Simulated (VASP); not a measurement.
Input of a VASP 6.6.1 run:

INCAR

```
  ALGO = Normal
  EDIFF = 1E-7
  EDIFFG = -0.02
  ENCUT = 500
  GGA = RP
  GGA_COMPAT = F
  IBRION = 2
  ISIF = 3
  ISMEAR = -1
  IVDW = 12
  LASPH = T
  LCHARG = F
  LREAL = F
  LWAVE = F
  NELM = 120
  NELMIN = 4
  NSW = 80
  PREC = Accurate
  SIGMA = 0.1
```

KPOINTS

```
k-points
0
Gamma
  9 9 9
```

File POSCAR:

```
W
1.0
    2.5900000000      0.0000000000      0.0000000000
    0.0000000000      2.5900000000      0.0000000000
    0.0000000000      0.0000000000      2.5900000000
W
1
Direct
    0.0000000000      0.0000000000      0.0000000000
```

Potentials or basis: VASP PAW PBE potentials, release 64 (W_sv).

The run is started by

```console
$ cat potpaw_PBE.64/W_sv/POTCAR > POTCAR
$ mpirun -np 1 vasp_std > vasp.out
```

Question: Estimate the band gap on the k mesh.

Answer: Zero (band 7 reaches 13.72 eV, above the bottom of band 8 at 11.18 eV).

Question: Predict the relaxed volume.

Answer: 15.60 Å³/atom.

Question: Predict the dispersion energy per atom.

Answer: -4.706 eV.

Question: Predict the space group after relaxing (to 0.05 Å).

Answer: Pm-3m (No. 221).

The path:
```tsv
step	energy change (eV)	largest force (eV/Å)	pressure (GPa)	volume (Å³)
1	0.0000	0.0000	-26.10	17.37
2	2.0434	0.0000	215.29	11.18
3	-0.1561	0.0000	-4.42	15.83
4	-0.1589	0.0000	-1.69	15.69
5	-0.1593	0.0000	0.02	15.60
```

Caveat: the PAW data sets were made with another functional, which shifts forces and pressure a little; spin-orbit coupling is left out, which moves the levels of the heavy elements; pairwise dispersion overbinds metals, which lowers pressure and volume.
